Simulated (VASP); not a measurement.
# Lu (Pm-3m) in VASP: a series of runs, part 2 of 2

VASP 6.6.1.

## Step 4: Relaxation of cell and atoms, PBEsol, target pressure 30 GPa, at which the enthalpy is minimised

The input, INCAR:

```
PREC     = Accurate       # precision mode
ENCUT    = 600            # plane-wave cutoff, eV
EDIFF    = 1E-7           # SCF threshold, eV
ISMEAR   = 0              # smearing method
SIGMA    = 0.05           # smearing width, eV
LREAL    = False          # projectors in reciprocal space
LASPH    = True           # aspherical terms in the spheres
NELM     = 80             # most SCF steps
ALGO     = Normal         # electronic algorithm
ISIF     = 3              # what is computed and relaxed
LWAVE    = False          # write WAVECAR
LCHARG   = False          # write CHGCAR
GGA      = PS             # functional
IBRION   = 2              # ionic algorithm
NSW      = 80             # ionic steps
EDIFFG   = -0.03          # ionic threshold
PSTRESS  = 300.0
```

The input, KPOINTS:

```
Automatic mesh
0
Gamma
  6 6 6
```

The input, POSCAR:

```
Lu
1.0
    3.1900000000      0.0000000000      0.0000000000
    0.0000000000      3.1900000000      0.0000000000
    0.0000000000      0.0000000000      3.1900000000
Lu
1
Direct
    0.0000000000      0.0000000000      0.0000000000
```

Potentials or basis: VASP PAW PBE potentials, release 64 (Lu).

Command:

```sh
cat potpaw_PBE.64/Lu/POTCAR > POTCAR
mpirun -np 1 vasp_std > vasp.out
```

OUTCAR:

```text
PREC = Accurate
   ENCUT = 600
   EDIFF = 1E-7
   ISMEAR = 0
   LREAL = False
   LASPH = True
   NELM = 80
   ISIF = 3
   GGA = PS
   IBRION = 2
   NSW = 80
   EDIFFG = -0.03
   PSTRESS = 300.0

 ion  position               nearest neighbor table
   1  0.000  0.000  0.000-

  LATTYP: Found a simple cubic cell.
 ALAT       =     3.1900000000

  Lattice vectors:

 A1 = (   3.1900000000,   0.0000000000,   0.0000000000)
 A2 = (   0.0000000000,   3.1900000000,   0.0000000000)
 A3 = (   0.0000000000,   0.0000000000,   3.1900000000)

Analysis of symmetry for initial positions (statically):
=====================================================================
 Subroutine PRICEL returns:
 Original cell was already a primitive cell.

 Routine SETGRP: Setting up the symmetry group for a
 simple cubic supercell.

 Subroutine GETGRP returns: Found 48 space group operations
 (whereof 48 operations were pure point group operations)
 out of a pool of 48 trial point group operations.

The static configuration has the point symmetry O_h .

Analysis of symmetry for dynamics (positions and initial velocities):
=====================================================================
 Subroutine PRICEL returns:
 Original cell was already a primitive cell.

 Routine SETGRP: Setting up the symmetry group for a
 simple cubic supercell.

 Subroutine GETGRP returns: Found 48 space group operations
 (whereof 48 operations were pure point group operations)
[... 126 lines left out ...]
 conjugate gradient relaxation of ions
 non-spin polarized calculation
 Gauss-broadening in eV      SIGMA  =   0.05
  energy-cutoff  :      600.00
  volume of cell :       32.46
 maximum number of plane-waves:      1108
 NGX is ok and might be reduce to    28
   NGX = 13   NGY = 13   NGZ = 13

--------------------------------------- Ionic step        1  -------------------------------------------

 number of electron      25.0000003 magnetization

 Free energy of the ion-electron system (eV)
  ---------------------------------------------------
  ext. energy  EPLUGINS =         0.00000000
  ---------------------------------------------------
  free energy    TOTEN  =        -4.05343056 eV

  energy without entropy =       -4.05063080  energy(sigma->0) =       -4.05203068

 E-fermi :   1.6983     XC(G=0): -10.2098

 val. band max:        1.6415745443   @ k =   0.1667   0.1667   0.0000
 cond. band min:       1.7418672282   @ k =   0.3333   0.1667   0.0000
 fundamental gap:      0.1002926839
 Fermi energy:         1.6982539364

 k-point     1 :       0.0000    0.0000    0.0000
  band No.  band energies     occupation
      1     -55.0061      2.00000
      2     -25.3991      2.00000
      3     -25.3991      2.00000
      4     -25.3991      2.00000
      5      -4.0464      2.00000
      6      -3.7111      2.00000
[... 516 lines left out ...]
--------------------------------------- Ionic step        5  -------------------------------------------

 number of electron      25.0000000 magnetization

 Free energy of the ion-electron system (eV)
  ---------------------------------------------------
  ext. energy  EPLUGINS =         0.00000000
  ---------------------------------------------------
  free energy    TOTEN  =        -3.43739346 eV

  energy without entropy =       -3.43699319  energy(sigma->0) =       -3.43719333

 E-fermi :   3.5951     XC(G=0): -12.7508

 val. band max:        3.5810175818   @ k =   0.5000   0.0000   0.0000
 cond. band min:       3.7000261291   @ k =   0.3333   0.1667   0.0000
 fundamental gap:      0.1190085473
 Fermi energy:         3.5950885486

 k-point     1 :       0.0000    0.0000    0.0000
  band No.  band energies     occupation
      1     -52.5427      2.00000
      2     -22.2101      2.00000
      3     -22.2101      2.00000
      4     -22.2101      2.00000
      5      -2.9777      2.00000
      6      -1.3497      2.00000
[... 401 lines left out ...]
  energy  without entropy=       -3.4369931946  energy(sigma->0) =       -3.43719333

  enthalpy is  TOTEN    =         0.2971232502 eV   P V=        3.7345167101

 reached required accuracy - stopping structural energy minimisation
```

CONTCAR:

```text
Lu
   1.00000000000000
     2.7119056645526589   -0.0000000000000000   -0.0000000000000000
    -0.0000000000000000    2.7119056645526589   -0.0000000000000000
     0.0000000000000000    0.0000000000000000    2.7119056645526589
  Lu
     1
Direct
     0.0000000000000000    0.0000000000000000    0.0000000000000000

  0.00000000E+00  0.00000000E+00  0.00000000E+00
```

Run time: 98 s. Hardware: 1 thread of Intel Xeon Platinum 8375C at 2.90GHz (Ice Lake), shared host; peak memory 0.2 GiB.

What came out:

```
Free energy                                            : -3.4374 eV
Relaxed volume                                         : 19.94 Å³/atom
Relaxed cell                                           : a = 2.712 Å, b = 2.712 Å, c = 2.712 Å, α = 90.00°, β = 90.00°, γ = 90.00°
Space group after relaxing (to 0.05 Å)                 : Pm-3m (No. 221)
Energy change on relaxing (the enthalpy is what falls) : +616.0 meV/atom
Ionic steps                                            : 5
Pressure after relaxing                                : 30.2 GPa
```

The path:
```
step  energy change (eV)  largest force (eV/Å)  pressure (GPa)  volume (Å³)
   1              0.0000                0.0000           -0.70        32.46
   2              5.9335                0.0000          258.61        11.13
   3              0.4790                0.0000           25.00        20.74
   4              0.5534                0.0000           27.75        20.29
   5              0.6160                0.0000           30.22        19.94
```

Final structure:
```cif
data_structure
_symmetry_space_group_name_H-M 'P 1'
_symmetry_Int_Tables_number 1
_cell_length_a 2.7119
_cell_length_b 2.7119
_cell_length_c 2.7119
_cell_angle_alpha 90.000
_cell_angle_beta 90.000
_cell_angle_gamma 90.000
_cell_volume 19.94
loop_
_atom_site_label
_atom_site_type_symbol
_atom_site_fract_x
_atom_site_fract_y
_atom_site_fract_z
_atom_site_occupancy
Lu1 Lu 0.00000 0.00000 0.00000 1
```

Caveat: the cell is relaxed towards a set pressure, so the enthalpy falls and the energy may rise; the volume moved by over 15 % at a fixed basis, so the end points are rough; the PAW data sets were made with another functional, which shifts forces and pressure a little; spin-orbit coupling is left out, which moves the levels of the heavy elements.

## Step 5: Overview

| cell | gap on the mesh (eV) | pressure (GPa) |
| --- | --- | --- |
| relaxed to 10 GPa | none | 9.9 |
| relaxed to 20 GPa | none | 20.0 |
| relaxed to 30 GPa | none | 30.2 |

Alike in all rows: task relaxation of cell and atoms; level PBEsol; potentials or basis VASP PAW PBE potentials, release 64 (Lu); no spin polarisation; k mesh 6 × 6 × 6; cutoff (eV) 600; smearing gaussian 0.05 eV.

Caveats: the cell is relaxed towards a set pressure, so the enthalpy falls and the energy may rise; the volume moved by over 15 % at a fixed basis, so the end points are rough; the PAW data sets were made with another functional, which shifts forces and pressure a little; spin-orbit coupling is left out, which moves the levels of the heavy elements.

Absolute energies hang on the potentials; compare differences alone.
